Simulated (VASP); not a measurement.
Input of a VASP 6.6.1 run:

The input INCAR:

```
SYSTEM = Al7Si9C9N7
  ALGO = Normal
  EDIFF = 1E-6
  ENCUT = 520
  GGA = PS
  ISIF = 2
  ISMEAR = -1
  ISYM = 0
  LASPH = .True.
  LCHARG = .False.
  LREAL = Auto
  LWAVE = .False.
  NBANDS = 246
  NELM = 60
  PREC = Accurate
  SIGMA = 0.05
```

The input KPOINTS:

```
Automatic mesh
0
Gamma
  1 1 1
  0.25 0.25 0.25
```

POSCAR

```
Al7Si9C9N7
1.0
    9.2779460000      0.0000000000      0.0000000000
    0.0000000000     10.7132490000      0.0000000000
    0.0000000000      0.0000000000     10.0387830000
Si Al N C
27 21 21 27
Direct
    0.1682890000      0.0804820000      0.2510850000
    0.1652140000      0.0835870000      0.7445500000
    0.0015350000      0.3347020000      0.2453130000
    0.9999100000      0.3317340000      0.7494980000
    0.1637190000      0.5821770000      0.2481530000
    0.1669750000      0.5842650000      0.7516270000
    0.0004930000      0.8351700000      0.7474160000
    0.8333340000      0.0854490000      0.2500940000
    0.8318710000      0.0821090000      0.7486280000
    0.6679740000      0.3335190000      0.2500410000
    0.6661340000      0.3310280000      0.7505480000
    0.4974690000      0.5838580000      0.7489360000
    0.3334860000      0.8353250000      0.7455310000
    0.8324990000      0.5817050000      0.2470590000
    0.6669790000      0.8326320000      0.7492920000
    0.0003440000      0.1660710000      0.4980240000
    0.3316510000      0.1668000000      0.5002940000
    0.1690340000      0.4154550000      0.5008490000
    0.0026250000      0.6657350000      0.9995760000
    0.6658110000      0.1680180000      0.5024860000
    0.5017340000      0.4177310000      0.0006510000
    0.3324750000      0.6664790000      0.5001010000
    0.3334970000      0.6628620000      0.0035620000
    0.1646620000      0.9168400000      0.4994370000
    0.1656020000      0.9181240000      0.0035740000
    0.8276690000      0.4186430000      0.4967020000
    0.8342970000      0.9140920000      0.9956060000
    0.5006000000      0.0821040000      0.2514000000
    0.5003580000      0.0840400000      0.7488700000
    0.3315160000      0.3336230000      0.2480010000
    0.3312980000      0.3325310000      0.7493180000
    0.9983430000      0.8338330000      0.2516050000
    0.5030230000      0.5848020000      0.2478830000
    0.3340260000      0.8346010000      0.2493460000
    0.8330400000      0.5821040000      0.7497650000
    0.6703440000      0.8326880000      0.2492820000
    0.9985540000      0.1685560000      0.9992190000
    0.3303250000      0.1668660000      0.0012820000
    0.1653260000      0.4174030000      0.9995470000
    0.9980830000      0.6652740000      0.4996470000
    0.6666730000      0.1660060000      0.9981240000
    0.5013160000      0.4147110000      0.4980730000
    0.8338540000      0.4159890000      0.9991550000
    0.6693130000      0.6677110000      0.4988360000
    0.6672690000      0.6662330000      0.9972370000
    0.4990640000      0.9169070000      0.4996340000
    0.4963710000      0.9163470000      0.9998560000
    0.8329960000      0.9184370000      0.4968070000
    0.9987000000      0.1674960000      0.1870030000
    0.0020120000      0.1668420000      0.6898610000
    0.3336960000      0.1662550000      0.6885930000
    0.9994060000      0.6673660000      0.1896200000
    0.6674570000      0.1659480000      0.6881150000
    0.3355840000      0.6656150000      0.1870890000
    0.8340940000      0.4143030000      0.1866970000
    0.8319690000      0.4174410000      0.6873140000
    0.4983330000      0.9137310000      0.1892840000
    0.4998290000      0.9175140000      0.6940530000
    0.8353300000      0.9168990000      0.6849130000
    0.1669250000      0.0809860000      0.4407230000
    0.1661810000      0.0843780000      0.9393040000
    0.0010390000      0.3319400000      0.4403870000
    0.0017520000      0.3340810000      0.9379780000
    0.3341350000      0.3303520000      0.4391330000
    0.9999930000      0.8354620000      0.9402380000
    0.8322710000      0.0859520000      0.9388340000
    0.4982560000      0.5836260000      0.4399750000
    0.3304300000      0.8320040000      0.9395000000
    0.6645550000      0.8330350000      0.4353150000
    0.3327140000      0.1695690000      0.1863810000
    0.1627950000      0.4180940000      0.1885920000
    0.1688140000      0.4187080000      0.6871170000
    0.9989160000      0.6660630000      0.6898950000
    0.6633900000      0.1692320000      0.1841370000
    0.5003780000      0.4195850000      0.1862080000
    0.5025130000      0.4156980000      0.6886000000
    0.3294770000      0.6673860000      0.6887930000
    0.1661880000      0.9156730000      0.1914830000
    0.1653810000      0.9152450000      0.6902700000
    0.6632280000      0.6668580000      0.1904480000
    0.6654750000      0.6681440000      0.6858450000
    0.8330100000      0.9144440000      0.1867170000
    0.4993200000      0.0820200000      0.4368460000
    0.4986820000      0.0804410000      0.9381360000
    0.3327760000      0.3324960000      0.9367800000
    0.1649750000      0.5817050000      0.4388490000
    0.1658370000      0.5841830000      0.9417450000
    0.0000020000      0.8310170000      0.4390130000
    0.8333030000      0.0814170000      0.4418400000
    0.6689050000      0.3306950000      0.4397880000
    0.6665720000      0.3330100000      0.9389380000
    0.5052160000      0.5829460000      0.9378390000
    0.3328270000      0.8334030000      0.4409270000
    0.8342980000      0.5821930000      0.4413900000
    0.8274330000      0.5810050000      0.9411420000
    0.6656090000      0.8301610000      0.9399240000
```

Potentials or basis: VASP PAW PBE potentials, release 64 (Si, Al, N, C).

The run is started by

```sh
$ cat potpaw_PBE.64/Si/POTCAR potpaw_PBE.64/Al/POTCAR potpaw_PBE.64/N/POTCAR potpaw_PBE.64/C/POTCAR > POTCAR
$ mpirun -np 1 vasp_std > vasp.out
```

(1) What does it give for the band gap on the k mesh?

(2) What does it give for the largest force?

## Answers

(1) 0.57 eV (least direct gap 0.59 eV).

(2) 5.358 eV/Å.

Caveat: semilocal functionals underestimate gaps, and a narrow one can read as zero; the PAW data sets were made with another functional, which shifts forces and pressure a little; a shifted mesh leaves out Γ, where band edges can lie.
